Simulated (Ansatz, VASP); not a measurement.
**SiB4W in VASP and in Ansatz**

```
CELL_PARAMETERS angstrom
2.92624 0.00000 0.00000
0.00000 2.92624 0.00000
0.00000 0.00000 6.64116
ATOMIC_POSITIONS crystal
Si 0.50000 0.50000 0.50000
B 0.50000 0.00000 0.73859
B 0.00000 0.50000 0.26141
B 0.50000 0.00000 0.26141
B 0.00000 0.50000 0.73859
W 0.00000 0.00000 0.00000
```

Change from the starting cell: species swapped into the NaHoF4 type (P4/mmm, No. 123).

Alike in both runs: functional PBE; k mesh 12 × 12 × 6; occupations gaussian, width 0.1 eV; no spin polarisation.

Ansatz relaxed the structure, and its values are those at the end. VASP's run is a single point on that final structure, the one shown.

|  | VASP | Ansatz |
| --- | --- | --- |
| version | VASP 6.6.1 | Ansatz 0.2.0 |
| potentials or method | VASP PAW PBE potentials, release 64 (Si, B, W_sv), cutoff 520 eV | scalar-relativistic, plane waves, PAW |
| valence electrons in the cell | 30 | 30 |

|  | VASP | Ansatz | Ansatz less VASP |
| --- | --- | --- | --- |
| gap on the k mesh at the Fermi level (eV) | none | none | - |
| pressure (GPa) | 0.1 | 0.0 | -0.14 |
| rms of the force components (eV/Å) | 0.007 | 0.001 | -0.0062 |

A gap of «none» marks a metal or a gap that the smearing closes. With one functional, cell and mesh, what is left measures potentials, basis and numerics.

Spin-orbit coupling is off throughout.
